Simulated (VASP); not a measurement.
The system is Pb.

```
Pb
1.0
    -1.97966    1.97966    1.97966
     1.97966   -1.97966    1.97966
     1.97966    1.97966   -1.97966
Pb
1
Direct
  0.00000 0.00000 0.00000
```

This isn't the form of Pb at room conditions, which is fcc.

Base run:

- Program: VASP 6.6.1
- Functional: r2SCAN
- Potentials or basis: VASP PAW PBE potentials, release 64 (Pb_d)
- Cutoff: 550 eV
- k mesh: 9 × 9 × 9
- Occupations: methfessel-paxton, width 0.15 eV
- Spin: no spin polarisation

Its results: band gap on the k mesh zero (bands 7 and 8 overlap by 9.81 eV); pressure -0.5 GPa.

Q: The run is repeated on the same cell with these changes: functional from r2SCAN to PBEsol; cutoff from 550 eV to 500 eV. What comes out?

A: Band gap on the k mesh zero (bands 7 and 8 overlap by 9.44 eV); pressure -2.1 GPa.

Caveats: the PAW data sets were made with another functional, which shifts forces and pressure a little; spin-orbit coupling is left out, which moves the levels of the heavy elements.
